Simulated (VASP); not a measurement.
Set up this calculation in VASP 6.6.1, as the native input.

* Task: single point
* Functional: LDA
* Potentials or basis: VASP PAW LDA potentials, release 64 (K_sv)
* Cutoff: 520 eV
* k mesh: 7 × 7 × 7
* Occupations: fermi-dirac, width 0.05 eV
* Spin: no spin polarisation
* Dipole correction: no
* Further INCAR settings: ALGO = Fast; EDIFF = 1e-06; NBANDS = 10

The structure of K lies in POSCAR:

```
K
1.0
   -2.6794535516      2.6794535516      2.6794535516
    2.6794535516     -2.6794535516      2.6794535516
    2.6794535516      2.6794535516     -2.6794535516
K
1
Direct
    0.0000000000      0.0000000000      0.0000000000
```

These files were run (other wordings do the same):

INCAR

```
SYSTEM = K
ALGO     = Fast           ! electronic algorithm
EDIFF    = 1E-6           ! SCF threshold, eV
ENCUT    = 520            ! plane-wave cutoff, eV
ISIF     = 2              ! what is computed and relaxed
ISMEAR   = -1             ! smearing method
LASPH    = .True.         ! aspherical terms in the spheres
LCHARG   = .False.        ! write CHGCAR
LREAL    = .False.        ! projectors in reciprocal space
LWAVE    = .False.        ! write WAVECAR
NBANDS   = 10             ! bands
NELM     = 60             ! most SCF steps
PREC     = Accurate       ! precision mode
SIGMA    = 0.05           ! smearing width, eV
```

KPOINTS

```
k-points
0
Gamma
  7 7 7
  0 0 0
```

Potentials or basis: VASP PAW LDA potentials, release 64 (K_sv).

The run is started by

```bash
$ cat potpaw_LDA.64/K_sv/POTCAR > POTCAR
$ mpirun -np 1 vasp_std > vasp.out
```

Results of the run:

```
Pressure : -0.6 GPa
```

Wall time 36 s on 1 thread of AMD EPYC 7R13 (shared host), peak memory 0.14 GiB.
